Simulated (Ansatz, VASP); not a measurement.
# Two plane-wave programs on SiO2

Contents of POSCAR:

```
SiO2
1.0
    4.0970000000      0.0000000000      0.0000000000
    0.0000000000      5.0462000000      0.0000000000
    0.0000000000      0.0000000000      4.4946000000
Si O
4 8
Direct
    0.0000000000      0.1524074677      0.2500000000
    0.5000000000      0.3475925323      0.7500000000
    0.0000000000      0.8475925323      0.7500000000
    0.5000000000      0.6524074677      0.2500000000
    0.7315819987      0.6172121775      0.9199684404
    0.7684180013      0.8827878225      0.4199684404
    0.2315819987      0.8827878225      0.0800315596
    0.2684180013      0.6172121775      0.5800315596
    0.2684180013      0.3827878225      0.0800315596
    0.2315819987      0.1172121775      0.5800315596
    0.7684180013      0.1172121775      0.9199684404
    0.7315819987      0.3827878225      0.4199684404
```

The input INCAR.step1:

```
SYSTEM = SiO2
ALGO = Normal
EDIFF = 1E-4
ENCUT = 520
GGA = PE
ISMEAR = -1
LASPH = .True.
LCHARG = .False.
LREAL = .False.
LWAVE = .True.
NBANDS = 44
NELM = 60
PREC = Accurate
SIGMA = 0.02
```

INCAR.step2

```
SYSTEM = SiO2
ALGO = Normal
EDIFF = 1E-8
ENCUT = 520
ISIF = 2
ISMEAR = -1
ISTART = 1
LASPH = .True.
LCHARG = .False.
LEFG = .True.
LMIXTAU = .True.
LREAL = .False.
LWAVE = .False.
METAGGA = R2SCAN
NBANDS = 44
NELM = 60
PREC = Accurate
SIGMA = 0.02
```

Contents of KPOINTS:

```
k-points
0
Gamma
  5 4 5
  0 0 0
```

Input for Ansatz:

```yaml
crystal:
  lattice:
    - [4.097, 0.0, 0.0]
    - [0.0, 5.0462, 0.0]
    - [0.0, 0.0, 4.4946]
  atoms:
    - { symbol: Si, position: [0.0, 0.1524074677, 0.25] }
    - { symbol: Si, position: [0.5, 0.3475925323, 0.75] }
    - { symbol: Si, position: [0.0, 0.8475925323, 0.75] }
    - { symbol: Si, position: [0.5, 0.6524074677, 0.25] }
    - { symbol: O, position: [0.7315819987, 0.6172121775, 0.9199684404] }
    - { symbol: O, position: [0.7684180013, 0.8827878225, 0.4199684404] }
    - { symbol: O, position: [0.2315819987, 0.8827878225, 0.0800315596] }
    - { symbol: O, position: [0.2684180013, 0.6172121775, 0.5800315596] }
    - { symbol: O, position: [0.2684180013, 0.3827878225, 0.0800315596] }
    - { symbol: O, position: [0.2315819987, 0.1172121775, 0.5800315596] }
    - { symbol: O, position: [0.7684180013, 0.1172121775, 0.9199684404] }
    - { symbol: O, position: [0.7315819987, 0.3827878225, 0.4199684404] }
kpoints:
  mp_grid: { grid: [5, 4, 5] }
scf:
  occupations: { method: fermi_dirac, width: 0.02 }
hamiltonian:
  xc: r2scan
  pseudopotentials: { kind: paw }
output:
  forces: true
  stress: true
  populations: true
  efg: { quadrupole_moments_barn: { O: -0.02558 }, contact_densities: true }
  write_density: true
  write_potential: true
  elf: true
  volumetric_format: npy
```

Alike in both runs: task electric field gradients; functional r2SCAN; k mesh 5 × 4 × 5; occupations fermi-dirac, width 0.02 eV; no spin polarisation.

|  | VASP | Ansatz |
| --- | --- | --- |
| version | VASP 6.6.1 | Ansatz 0.2.0 |
| potentials or method | VASP PAW PBE potentials, release 64 (Si, O) | plane-wave PAW, scalar-relativistic |
| plane-wave cutoff (eV) | 520 | 500 |
| valence electrons in the cell | 64 | 64 |

|  | VASP | Ansatz | Ansatz less VASP |
| --- | --- | --- | --- |
| gap on the k mesh at the Fermi level (eV) | 6.54 | 6.54 | +0.004 |
| pressure (GPa) | -3.7 | -4.1 | -0.37 |
| traceless stress, the component that is largest in VASP (GPa) | -1.10 | -0.92 | +0.181 |
| rms of the force components (eV/Å) | 0.051 | 0.051 | -0.0002 |
| size of Vzz on the site where it differs most (V/Å²) | 115.6 | 116.9 | +1.35 |

VASP's potentials were made for PBE, not for r2SCAN. Atom by atom the forces differ by 0.014 eV/Å (rms over components). The functional is the same, so the differences come from potentials, cutoffs and numerics.
